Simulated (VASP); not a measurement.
Set up this calculation in VASP 6.6.1, as the native input.

- Task: single point
- Functional: PBE
- Potentials or basis: VASP PAW PBE potentials, release 64 (Co, H)
- Cutoff: 520 eV
- k mesh: 8 × 8 × 4
- Occupations: gaussian, width 0.2 eV
- Spin: no spin polarisation
- Dipole correction: no
- Further INCAR settings: ALGO = Normal; EDIFF = 1e-07; NBANDS = 22

The structure of CoH3 lies in POSCAR:

```
CoH3
1.0
   -2.6552519829      0.0008694352     -0.0471782740
   -0.0475665924      0.0009706983     -2.6570129011
    0.0028375287     -5.2509275352      0.0029540620
Co H
2 6
Direct
    1.0510774969      1.0547625445      0.9996281096
    0.0534932682      1.0524564411      0.4996232728
    1.0032263255      0.4607252907      0.7510182910
    1.0032389115      0.4606833573      0.2493756872
    0.4787683962      0.4882081495      0.5000129146
    0.4904483880      0.4764951987      1.0000091467
    0.4598257346      1.0033360889      0.7493766104
    0.4599214792      0.0033329294      0.2509559676
```

The input as run:

INCAR

```
PREC     = Accurate       # precision mode
ENCUT    = 520            # plane-wave cutoff, eV
EDIFF    = 1E-7           # SCF threshold, eV
ISMEAR   = 0              # smearing method
SIGMA    = 0.2            # smearing width, eV
LREAL    = False          # projectors in reciprocal space
LASPH    = True           # aspherical terms in the spheres
NELM     = 100            # most SCF steps
ALGO     = Normal         # electronic algorithm
ISIF     = 2              # what is computed and relaxed
LWAVE    = False          # write WAVECAR
LCHARG   = False          # write CHGCAR
GGA      = PE             # functional
NBANDS   = 22             # bands
```

KPOINTS

```
Automatic mesh
0
Gamma
  8 8 4
```

Potentials or basis: VASP PAW PBE potentials, release 64 (Co, H).

Command:

```bash
$ cat potpaw_PBE.64/Co/POTCAR potpaw_PBE.64/H/POTCAR > POTCAR
$ mpirun -np 1 vasp_std > vasp.out
```

It gave:

```json
{
 "Pressure": "-0.4 GPa",
 "Largest force": "0.041 eV/Å",
 "Band gap on the k mesh": "zero (bands 12 and 13 overlap by 0.50 eV)"
}
```

Caveat: the run has no spin polarisation, though such a crystal can be magnetic.

Run time: 100 s on 1 thread of Intel(R) Xeon(R) Platinum 8259CL CPU @ 2.50GHz (Skylake/Cascade Lake), on a shared host, peak memory 0.21 GiB.
